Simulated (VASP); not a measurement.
Here is a VASP 6.6.1 calculation.

The input POSCAR:

```
SiC
1.0
    0.0000000000      2.1790000000      2.1790000000
    2.1790000000      0.0000000000      2.1790000000
    2.1790000000      2.1790000000      0.0000000000
Si C
1 1
Direct
    0.0000000000      0.0000000000      0.0000000000
    0.7500000000      0.7500000000      0.7500000000
```

Contents of INCAR.step1:

```
  PREC = Accurate
  ENCUT = 600
  ISMEAR = -1
  SIGMA = 0.1
  LREAL = False
  LASPH = True
  NELM = 60
  GGA = PE
  ALGO = Normal
  EDIFF = 1E-4
  LWAVE = True
  LCHARG = False
```

The input INCAR.step2:

```
  PREC = Accurate
  ENCUT = 600
  EDIFF = 1E-6
  ISMEAR = -1
  SIGMA = 0.1
  LREAL = False
  LASPH = True
  NELM = 60
  ALGO = Normal
  ISIF = 3
  LWAVE = False
  LCHARG = False
  METAGGA = R2SCAN
  LMIXTAU = True
  IBRION = 2
  NSW = 100
  EDIFFG = -0.002
  ISTART = 1
```

File KPOINTS:

```
Automatic mesh
0
Gamma
  12 12 12
```

Potentials or basis: VASP PAW PBE potentials, release 64 (Si, C).

The run is started by

```sh
$ cat potpaw_PBE.64/Si/POTCAR potpaw_PBE.64/C/POTCAR > POTCAR
$ cp INCAR.step1 INCAR
$ mpirun -np 1 vasp_std > vasp.out
$ cp INCAR.step2 INCAR
$ mpirun -np 1 vasp_std > vasp.out
```

Task: Estimate the relaxed cell.

Result: a = 3.079 Å, b = 3.079 Å, c = 3.079 Å, α = 60.00°, β = 60.00°, γ = 60.00°.

Task: Estimate the band gap on the k mesh.

Result: 1.72 eV, indirect (least direct gap 5.06 eV).

Task: What does it give for the relaxed volume?

Result: 10.32 Å³/atom.

Final structure:
```
CELL_PARAMETERS angstrom
0.00000 2.17702 2.17702
2.17702 0.00000 2.17702
2.17702 2.17702 0.00000
ATOMIC_POSITIONS crystal
Si 0.00000 0.00000 0.00000
C 0.75000 0.75000 0.75000
```

Caveat: the PAW data sets were made with another functional, which shifts forces and pressure a little. r2SCAN opens gaps a little over a GGA but as a rule still falls short of measured ones.
